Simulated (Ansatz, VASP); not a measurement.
Two plane-wave programs on Ir

```
Ir
1.0
     2.75138    0.00000    0.00000
    -1.37569    2.38276    0.00000
     0.00000    0.00000    4.46229
Ir
2
Direct
  0.66667 0.33333 0.75000
  0.33333 0.66667 0.25000
```

Alike in both runs: task single point; functional PBE; k mesh 6 × 6 × 4; no spin polarisation.

|  | VASP | Ansatz |
| --- | --- | --- |
| version | VASP 6.6.1 | Ansatz 0.2.0 |
| potentials or method | VASP PAW PBE potentials, release 64 (Ir), cutoff 500 eV | scalar-relativistic, plane waves, PAW |
| occupations | tetrahedron | tetrahedron-uncorrected |
| valence electrons in the cell | 18 | 34 |

Ansatz gave:

```
gap on the k mesh at the Fermi level (eV)                     : none
pressure (GPa)                                                : 0.7
traceless stress, the component that is largest in VASP (GPa) : -5.40
```

Estimate VASP's values.

gap on the k mesh at the Fermi level (eV): none; pressure (GPa): 1.2; traceless stress, the component that is largest in VASP (GPa): -4.92.

A gap of «none» marks a metal or a gap that the smearing closes. VASP's potentials hold 18 valence electrons a cell and Ansatz's 34, so a difference there can come from the potentials and not from the codes. Ansatz's warnings: band table not solved further.

The k mesh is coarse, so the values compare programs but aren't converged. Neither program's run includes spin-orbit coupling.
